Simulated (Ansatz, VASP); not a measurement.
**Two plane-wave programs on GaN**

```
Ga N
1.0
     0.00000    2.06939    2.06939
     2.06939    0.00000    2.06939
     2.06939    2.06939    0.00000
Ga N
1 1
Cartesian
  2.0694 2.0694 2.0694
  0.0000 0.0000 0.0000
```

Alike in both runs: task single point; functional revPBE; dispersion D4; k mesh 10 × 10 × 10; occupations gaussian, width 0.05 eV; no spin polarisation.

```csv
,VASP,Ansatz
version,VASP 6.6.1,Ansatz 0.2.0
potentials or method,"VASP PAW PBE potentials, release 64 (Ga_d, N_h), cutoff 1330 eV","scalar-relativistic, plane waves, PAW"
valence electrons in the cell,18,18
```

Ansatz gave:

- gap on the k mesh at the Fermi level (eV): 1.11
- least direct gap on the mesh (eV): 3.57
- pressure (GPa): 10.5

Q: Estimate VASP's values.

A: gap on the k mesh at the Fermi level (eV): 1.10; least direct gap on the mesh (eV): 3.58; pressure (GPa): 11.4.

VASP's potentials were made for PBE, not for revPBE.
